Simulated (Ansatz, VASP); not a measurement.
**One calculation of Yb, two programs**

```
Yb
1.0
     0.00000    2.45695    2.45695
     2.45695    0.00000    2.45695
     2.45695    2.45695    0.00000
Yb
1
Cartesian
  0.0000 0.0000 0.0000
```

Alike in both runs: task single point; functional LDA; k mesh 11 × 11 × 11; no spin polarisation.

|  | VASP | Ansatz |
| --- | --- | --- |
| version | VASP 6.6.1 | Ansatz 0.2.0 |
| potentials or method | VASP PAW PBE potentials, release 64 (Yb), cutoff 520 eV | plane waves (420 eV) with PAW, scalar-relativistic |
| occupations | methfessel-paxton of order 1, width 0.6 eV | cold, width 0.6 eV |
| valence electrons in the cell | 24 | 24 |

|  | VASP | Ansatz | Ansatz less VASP |
| --- | --- | --- | --- |
| pressure (GPa) | -2.2 | -0.4 | +1.79 |

VASP's potentials were made for PBE, not for LDA, and Ansatz warns of the same on its side. LDA's correlation is that of Perdew and Zunger in VASP and of Perdew and Wang (1992) in Ansatz.

Spin-orbit coupling is off throughout.
